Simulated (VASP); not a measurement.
# Bi (Im-3m) in VASP: notebook

Bi is run at these levels: BLYP+D3(BJ), BLYP, revPBE; tasks: relaxation of cell and atoms, single point.

Program: VASP 6.6.1. These are calculated values, not measurements. Logs are shortened: lines on timing, memory, paths and dates and some standing lists are left out, and cuts for length are marked.

**1. The cell of the first run**

The structure is cubic, space group Im-3m (No. 229). Conventional cell: a = 3.963 Å, b = 3.963 Å, c = 3.963 Å, α = 90.00°, β = 90.00°, γ = 90.00°. Within 4.5 Å of Bi (site symmetry m-3m) lie 14 Bi at 3.43 to 3.96 Å.

**2. Relaxation of cell and atoms, BLYP+D3(BJ)**

File INCAR:

```
PREC     = Accurate       # precision mode
ENCUT    = 600            # plane-wave cutoff, eV
EDIFF    = 1E-6           # SCF threshold, eV
ISMEAR   = -1             # smearing method
SIGMA    = 0.05           # smearing width, eV
LREAL    = F              # projectors in reciprocal space
LASPH    = T              # aspherical terms in the spheres
NELM     = 100            # most SCF steps
ALGO     = Normal         # electronic algorithm
ISIF     = 3              # what is computed and relaxed
LWAVE    = F              # write WAVECAR
LCHARG   = F              # write CHGCAR
GGA      = B5             # functional
ALDAX    = 1.0          
AGGAX    = 1.0          
AGGAC    = 1.0          
ALDAC    = 0.0          
IVDW     = 12             # dispersion correction
VDW_S6   = 1.0          
VDW_S8   = 2.6996       
VDW_A1   = 0.4298       
VDW_A2   = 4.2359       
IBRION   = 2              # ionic algorithm
NSW      = 60             # ionic steps
EDIFFG   = -0.01          # ionic threshold
```

File KPOINTS:

```
Automatic mesh
0
Gamma
  9 9 9
```

File POSCAR:

```
Bi
1.0
   -1.9814305318      1.9814305318      1.9814305318
    1.9814305318     -1.9814305318      1.9814305318
    1.9814305318      1.9814305318     -1.9814305318
Bi
1
Direct
    0.0000000000      0.0000000000      0.0000000000
```

Potentials or basis: VASP PAW PBE potentials, release 64 (Bi_d).

Run with:

```sh
$ cat potpaw_PBE.64/Bi_d/POTCAR > POTCAR
$ mpirun -np 1 vasp_std > vasp.out
```

OUTCAR:

```text
PREC = Accurate
   ENCUT = 600
   EDIFF = 1E-6
   ISMEAR = -1
   LREAL = F
   LASPH = T
   NELM = 100
   ISIF = 3
   GGA = B5
   IVDW = 12
   IBRION = 2
   NSW = 60
   EDIFFG = -0.01
 IVDW          = 12

 ion  position               nearest neighbor table
   1  0.000  0.000  0.000-

  LATTYP: Found a body centered cubic cell.
 ALAT       =     3.9628610636

  Lattice vectors:

 A1 = (  -1.9814305318,   1.9814305318,   1.9814305318)
 A2 = (   1.9814305318,  -1.9814305318,   1.9814305318)
 A3 = (   1.9814305318,   1.9814305318,  -1.9814305318)

Analysis of symmetry for initial positions (statically):
=====================================================================
 Subroutine PRICEL returns:
 Original cell was already a primitive cell.

 Routine SETGRP: Setting up the symmetry group for a
 body centered cubic supercell.

 Subroutine GETGRP returns: Found 48 space group operations
[... 9 lines left out ...]

 Routine SETGRP: Setting up the symmetry group for a
 body centered cubic supercell.

 Subroutine GETGRP returns: Found 48 space group operations
[... 11 lines left out ...]
                                     Primitive cell

  volume of cell :      31.1169

  direct lattice vectors                    reciprocal lattice vectors
    -1.981430532  1.981430532  1.981430532     0.000000000  0.252342937  0.252342937
     1.981430532 -1.981430532  1.981430532     0.252342937  0.000000000  0.252342937
     1.981430532  1.981430532 -1.981430532     0.252342937  0.252342937  0.000000000

  length of vectors
     3.431938353  3.431938353  3.431938353     0.356866804  0.356866804  0.356866804

  position of ions in fractional coordinates (direct lattice)
     0.000000000  0.000000000  0.000000000

  ion indices of the primitive-cell ions
   primitive index   ion index
                 1           1

----------------------------------------------------------------------------------------

 KPOINTS: Automatic mesh

Automatic generation of k-mesh.
 Grid dimensions read from file:
 generate k-points for:    9    9    9

 Generating k-lattice:

  Cartesian coordinates                     Fractional coordinates (reciprocal lattice)
     0.000000000  0.028038104  0.028038104     0.111111111  0.000000000  0.000000000
     0.028038104  0.000000000  0.028038104     0.000000000  0.111111111  0.000000000
     0.028038104  0.028038104  0.000000000     0.000000000  0.000000000  0.111111111

  Length of vectors
     0.039651867  0.039651867  0.039651867

  Shift w.r.t. Gamma in fractional coordinates (k-lattice)
     0.000000000  0.000000000  0.000000000

 Subroutine IBZKPT returns following result:
 ===========================================

 Found     35 irreducible k-points:

 Following reciprocal coordinates:
            Coordinates               Weight
  0.000000  0.000000  0.000000      1.000000
  0.111111  0.000000  0.000000     12.000000
  0.222222  0.000000  0.000000     12.000000
  0.333333  0.000000  0.000000     12.000000
  0.444444  0.000000  0.000000     12.000000
  0.111111  0.111111  0.000000     24.000000
[... 16 lines left out ...]
 -0.333333  0.444444  0.111111     48.000000
 -0.444444 -0.444444  0.111111     24.000000
 [... further k-points ...]
   k-points           NKPTS =     35   k-points in BZ     NKDIM =     35   number of bands    NBANDS=     11
   number of dos      NEDOS =    301   number of ions     NIONS =      1
   total plane-waves  NPLWV =  21952
   dimension x,y,z NGX =    28 NGY =   28 NGZ =   28
   dimension x,y,z NGXF=    56 NGYF=   56 NGZF=   56
   ions per type =               1
   NGX,Y,Z   is equivalent  to a cutoff of  13.56, 13.56, 13.56 a.u.
   NGXF,Y,Z  is equivalent  to a cutoff of  27.13, 27.13, 27.13 a.u.
 SYSTEM =  unknown system
   PREC   = accura    normal or accurate (medium, high low for compatibility)
   ISTART =      0    job   : 0-new  1-cont  2-samecut
   ICHARG =      2    charge: 1-file 2-atom 10-const
   ISPIN  =      1    spin polarized calculation?
   LNONCOLLINEAR =      F non collinear calculations
   LSORBIT =      F    spin-orbit coupling
   LASPH  =      T    aspherical Exc in radial PAW
   ENCUT  =  600.0 eV  44.10 Ry    6.64 a.u.   6.85  6.85  6.85*2*pi/ulx,y,z
   NELM   =    100;   NELMIN=  2; NELMDL= -5     # of ELM steps
   EDIFF  = 0.1E-05   stopping-criterion for ELM
   LREAL  =      F    real-space projection
   EDIFFG = -.1E-01   stopping-criterion for IOM
   NSW    =     60    number of steps for IOM
   IBRION =      2    ionic relax: 0-MD 1-quasi-New 2-CG
   NFREE  =      1    steps in history (QN), initial steepest desc. (CG)
   ISIF   =      3    stress and relaxation
   ISYM   =      2    0-nonsym 1-usesym 2-fastsym
   POTIM  = 0.5000    time-step for ionic-motion
   TEBEG  =    0.0;   TEEND  =   0.0 temperature during run
   PSTRESS=    0.0 pullay stress
   NELECT =      15.0000    total number of electrons
   NUPDOWN=      -1.0000    fix difference up-down
   EMIN   =  10.00;   EMAX   =-10.00  energy-range for DOS
   EFERMI =   0.00;   METHOD = LEGACY
   ISMEAR =    -1;   SIGMA  =   0.05  broadening in eV -4-tet -1-fermi 0-gaus
   EFERMI_NEDOS =   21; number of points for ismear=-14 and -15
   IALGO  =     38    algorithm
   IMIX   =      4    mixing-type and parameters
     AMIX     =   0.40;   BMIX     =  1.00
     AMIX_MAG =   1.60;   BMIX_MAG =  1.00
  volume/ion in A,a.u.               =      31.12       209.99
  Fermi-wavevector in a.u.,A,eV,Ry     =   1.283630  2.425708 22.418388  1.647705
  Thomas-Fermi vector in A             =   2.415871
   LORBIT       =      0    0 simple, 1 ext, 2 COOP (PROOUT), +10 PAW based schemes
   GGA     = B5    functional components
   LHFCALC =     F    Hartree Fock is set to
   AEXX    =    0.0000 exact exchange contribution
   IVDW    =    12    specifies the selected vdW correction
   LEPSILON=     F    determine dielectric tensor
   LRPA    =     F    only Hartree local field effects (RPA)
 conjugate gradient relaxation of ions
 non-spin polarized calculation
  energy-cutoff  :      600.00
  volume of cell :       31.12
 maximum number of plane-waves:      1055
   NGX = 13   NGY = 13   NGZ = 13

--------------------------------------- Ionic step        1  -------------------------------------------

 number of electron      14.9999994 magnetization

 Free energy of the ion-electron system (eV)
  ---------------------------------------------------
  ext. energy  EPLUGINS =         0.00000000
  ---------------------------------------------------
  free energy    TOTEN  =        -2.93930244 eV

  energy without entropy =       -2.93553365  energy(sigma->0) =       -2.93741804

------------------------ aborting loop because EDIFF is reached ----------------------------------------

 Edisp (eV)   -1.22372

 E8    (eV) :    -0.9498

  FORCE on cell =-STRESS in cart. coord.  units (eV):
  Direction    XX          YY          ZZ          XY          YZ          ZX
  --------------------------------------------------------------------------------------
  -------------------------------------------------------------------------------------
  Total      -0.16460    -0.16460    -0.16460     0.00000    -0.00000     0.00000
  in kB      -8.47506    -8.47506    -8.47506     0.00000    -0.00000     0.00000
  external pressure =       -8.48 kB  Pullay stress =        0.00 kB
[... 98 lines left out ...]
  energy  without entropy=       -4.1605712082  energy(sigma->0) =       -4.16244619

--------------------------------------- Ionic step        4  -------------------------------------------

 number of electron      14.9999994 magnetization

 Free energy of the ion-electron system (eV)
  ---------------------------------------------------
  ext. energy  EPLUGINS =         0.00000000
  ---------------------------------------------------
  free energy    TOTEN  =        -2.92094842 eV

  energy without entropy =       -2.91719631  energy(sigma->0) =       -2.91907237

 E-fermi :   8.6775     XC(G=0):  -9.7462

 val. band max:        8.6439049446   @ k =   0.2222   0.0000   0.0000
 cond. band min:       8.6822026014   @ k =  -0.2222   0.2222   0.1111
 fundamental gap:      0.0382976568
 Fermi energy:         8.6774614876

 k-point     1 :       0.0000    0.0000    0.0000
  band No.  band energies     occupation
      1     -14.3606      2.00000
      2     -14.3606      2.00000
      3     -14.3606      2.00000
      4     -14.2199      2.00000
      5     -14.2199      2.00000
      6      -5.0366      2.00000
      7      13.6839      0.00000
      8      13.6839      0.00000
      9      13.6839      0.00000
     10      18.3902      0.00000
     11      19.3707      0.00000
[... 309 lines left out ...]
 k-point    24 :      -0.4444   -0.4444    0.1111
  band No.  band energies     occupation
      1     -14.3491      2.00000
      2     -14.3107      2.00000
      3     -14.2639      2.00000
      4     -14.2263      2.00000
      5     -14.1464      2.00000
      6      -1.5362      2.00000
      7       4.2522      2.00000
      8       7.7793      2.00000
      9      11.2535      0.00000
     10      16.3071      0.00000
     11      17.7551      0.00000

 [... further k-points ...]

------------------------ aborting loop because EDIFF is reached ----------------------------------------

 Edisp (eV)   -1.24337

 E8    (eV) :    -0.9648

  FORCE on cell =-STRESS in cart. coord.  units (eV):
  Direction    XX          YY          ZZ          XY          YZ          ZX
  --------------------------------------------------------------------------------------
  -------------------------------------------------------------------------------------
  Total      -0.00711    -0.00711    -0.00711    -0.00000    -0.00000     0.00000
  in kB      -0.37210    -0.37210    -0.37210    -0.00000    -0.00000     0.00000
  external pressure =       -0.37 kB  Pullay stress =        0.00 kB
[... 16 lines left out ...]
  FREE ENERGIE OF THE ION-ELECTRON SYSTEM (eV)
  ---------------------------------------------------
  free  energy   TOTEN  =        -4.1643148918 eV

  energy  without entropy=       -4.1605627799  energy(sigma->0) =       -4.16243884

 reached required accuracy - stopping structural energy minimisation
```

It took 72 s on 1 thread of Intel Xeon 8259CL, shared host; peak memory 0.18 GiB.

Results:

* Free energy: -4.1643 eV
* Relaxed volume: 30.61 Å³/atom
* Relaxed cell: a = 3.413 Å, b = 3.413 Å, c = 3.413 Å, α = 109.47°, β = 109.47°, γ = 109.47°
* Space group after relaxing (to 0.05 Å): Im-3m (No. 229)
* Energy gained by relaxing: 1.3 meV/atom
* Ionic steps: 4
* Pressure after relaxing: 0.0 GPa
* Dispersion energy per atom: -1.243 eV

The path:
| step | energy change (eV) | largest force (eV/Å) | pressure (GPa) | volume (Å³) |
| --- | --- | --- | --- | --- |
| 1 | 0.0000 | 0.0000 | -0.85 | 31.12 |
| 2 | -0.0009 | 0.0000 | 0.53 | 30.38 |
| 3 | -0.0013 | 0.0000 | -0.07 | 30.64 |
| 4 | -0.0013 | 0.0000 | -0.04 | 30.61 |

Final structure:
```
Bi
1.0
    -1.97051    1.97051    1.97051
     1.97051   -1.97051    1.97051
     1.97051    1.97051   -1.97051
Bi
1
Direct
  0.00000 0.00000 0.00000
```

Levels at points of the mesh, in eV from the Fermi level:
```
           k point  band 5  band 6  band 7  band 8  band 9  band 10
(0.00, 0.00, 0.00)  -22.90  -13.71    5.01    5.01    5.01     9.71
```

Caveat: the PAW data sets were made with another functional, which shifts forces and pressure a little; spin-orbit coupling is left out, which moves the levels of the heavy elements; pairwise dispersion overbinds metals, which lowers pressure and volume.

**3. Single point, BLYP**

File INCAR:

```
SYSTEM = Bi
PREC     = Accurate       ! precision mode
ENCUT    = 520            ! plane-wave cutoff, eV
EDIFF    = 1E-6           ! SCF threshold, eV
ISMEAR   = -1             ! smearing method
SIGMA    = 0.05           ! smearing width, eV
LREAL    = .FALSE.        ! projectors in reciprocal space
LASPH    = .TRUE.         ! aspherical terms in the spheres
NELM     = 80             ! most SCF steps
ALGO     = Fast           ! electronic algorithm
ISIF     = 2              ! what is computed and relaxed
LWAVE    = .FALSE.        ! write WAVECAR
LCHARG   = .FALSE.        ! write CHGCAR
GGA      = B5             ! functional
ALDAX    = 1.0          
AGGAX    = 1.0          
AGGAC    = 1.0          
ALDAC    = 0.0          
NBANDS   = 14             ! bands
```

File KPOINTS:

```
Automatic mesh
0
G
  9 9 9
  0 0 0
```

POSCAR is that of step 2.

Potentials or basis: VASP PAW PBE potentials, release 64 (Bi_d).

Run with:

```sh
$ cat potpaw_PBE.64/Bi_d/POTCAR > POTCAR
$ mpirun -np 1 vasp_std > vasp.out
```

Run time: 27 s. Hardware: 1 thread of Intel Xeon 8259CL, shared host; peak memory 0.15 GiB.

Results (log left out):

```yaml
Free_energy: -2.9389 eV
Pressure: 5.1 GPa
```

Levels at points of the mesh, in eV from the Fermi level:
```tsv
k point	band 5	band 6	band 7	band 8	band 9	band 10
(0.00, 0.00, 0.00)	-22.86	-13.57	4.91	4.91	4.91	9.53
```

Caveat: the PAW data sets were made with another functional, which shifts forces and pressure a little; spin-orbit coupling is left out, which moves the levels of the heavy elements.

**4. Single point, revPBE**

This run uses another cell than the first one, of 32.25 Å³/atom, 1.036 times its volume.

File INCAR:

```
PREC = Accurate
ENCUT = 520
EDIFF = 1E-7
ISMEAR = -1
SIGMA = 0.05
LREAL = False
LASPH = True
NELM = 60
ALGO = Normal
ISIF = 2
LWAVE = False
LCHARG = True
GGA = RE
LELF = True
LVHAR = True
NBANDS = 14
```

File KPOINTS:

```
Automatic mesh
0
Gamma
  9 9 9
```

File POSCAR:

```
Bi
1.0
   -2.0051595751      2.0051595751      2.0051595751
    2.0051595751     -2.0051595751      2.0051595751
    2.0051595751      2.0051595751     -2.0051595751
Bi
1
Direct
    0.0000000000      0.0000000000      0.0000000000
```

Run with:

```sh
$ cat potpaw_PBE.64/Bi_d/POTCAR > POTCAR
$ mpirun -np 1 vasp_std > vasp.out
```

It took 16 s on 1 thread of Intel Xeon 8259CL, shared host; peak memory 0.16 GiB.

The run converged. Its results:

* Free energy: -3.4395 eV
* Pressure: -0.1 GPa

Levels at points of the mesh, in eV from the Fermi level:
| k point | band 5 | band 6 | band 7 | band 8 | band 9 | band 10 |
| --- | --- | --- | --- | --- | --- | --- |
| (0.00, 0.00, 0.00) | -22.92 | -13.25 | 4.91 | 4.91 | 4.91 | 8.69 |

Caveat: the PAW data sets were made with another functional, which shifts forces and pressure a little; spin-orbit coupling is left out, which moves the levels of the heavy elements.

**5. Overview**

```csv
task,level,cell,cutoff (eV),gap on the mesh (eV),pressure (GPa)
relaxation of cell and atoms,BLYP+D3(BJ),"relaxed from a = 3.432 Å, angles 109.5°, 1 atom",600,none,0.0
single point,BLYP,"a = 3.432 Å, angles 109.5°, 1 atom",520,none,5.1
single point,revPBE,"a = 3.473 Å, angles 109.5°, 1 atom",520,none,-0.1
```

Alike in all rows: potentials or basis VASP PAW PBE potentials, release 64 (Bi_d); no spin polarisation; k mesh 9 × 9 × 9; smearing fermi-dirac 0.05 eV.

Caveats: the PAW data sets were made with another functional, which shifts forces and pressure a little; spin-orbit coupling is left out, which moves the levels of the heavy elements; pairwise dispersion overbinds metals, which lowers pressure and volume (some runs).

Total energies depend on the potentials used, so only differences within one code and one set of settings carry meaning.
